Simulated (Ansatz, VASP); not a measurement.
Ir: VASP beside Ansatz

```
CELL_PARAMETERS angstrom
0.00000 1.90609 1.90609
1.90609 0.00000 1.90609
1.90609 1.90609 0.00000
ATOMIC_POSITIONS crystal
Ir 0.00000 0.00000 0.00000
```

Alike in both runs: task single point; functional LDA; k mesh 14 × 14 × 14; occupations gaussian, width 0.6 eV; no spin polarisation.

|  | VASP | Ansatz |
| --- | --- | --- |
| version | VASP 6.6.1 | Ansatz 0.2.0 |
| potentials or method | VASP PAW LDA potentials, release 64 (Ir), cutoff 520 eV | plane waves (420 eV) with PAW, scalar-relativistic |
| valence electrons in the cell | 9 | 17 |

VASP gave:

| Property | Result |
| --- | --- |
| pressure (GPa) | 4.1 |

Problem. What did Ansatz give for the same quantities?

Solution. Pressure (GPa): 1.4.

Ansatz warns that its potentials were made for another functional, while VASP's fit it. LDA's correlation is that of Perdew and Zunger in VASP and of Perdew and Wang (1992) in Ansatz. VASP's potentials hold 9 valence electrons a cell and Ansatz's 17, so a difference there can come from the potentials and not from the codes.

Spin-orbit coupling is off throughout.
